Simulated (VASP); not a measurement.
Here is a VASP 6.6.1 calculation.

The input POSCAR:

```
ZnO
1.0
    2.6461709623      0.0000000000      0.0000000000
    0.0000000000      2.6461709623      0.0000000000
    0.0000000000      0.0000000000      2.6461709623
Zn O
1 1
Direct
    0.0000000000      0.0000000000      0.0000000000
    0.5000000000      0.5000000000      0.5000000000
```

Contents of INCAR.step1:

```
PREC = Accurate
ENCUT = 660
ISMEAR = -1
SIGMA = 0.02
LREAL = F
LASPH = T
NELM = 120
NBANDS = 16
GGA = PE
ALGO = Normal
EDIFF = 1E-5
LWAVE = T
LCHARG = F
GGA_COMPAT = F
```

Contents of INCAR.step2:

```
PREC = Accurate
ENCUT = 660
EDIFF = 1E-6
ISMEAR = -1
SIGMA = 0.02
LREAL = F
LASPH = T
NELM = 120
ALGO = Normal
ISIF = 2
LWAVE = F
LCHARG = F
METAGGA = R2SCAN
LMIXTAU = T
NBANDS = 16
ISTART = 1
GGA_COMPAT = F
```

Contents of KPOINTS:

```
regular mesh
0
Gamma
  2 2 2
```

Potentials or basis: VASP PAW PBE potentials, release 64 (Zn, O).

Launch:

```console
$ cat potpaw_PBE.64/Zn/POTCAR potpaw_PBE.64/O/POTCAR > POTCAR
$ cp INCAR.step1 INCAR
$ mpirun -np 1 vasp_std > vasp.out
$ cp INCAR.step2 INCAR
$ mpirun -np 1 vasp_std > vasp.out
```

Predict the pressure.

22.3 GPa.

Predict the band gap on the k mesh.

zero (band 9 reaches 3.73 eV, above the bottom of band 10 at 3.33 eV).

Caveat: the k points lie up to 1.19 Å⁻¹ apart; the PAW data sets were made with another functional, which shifts forces and pressure a little.
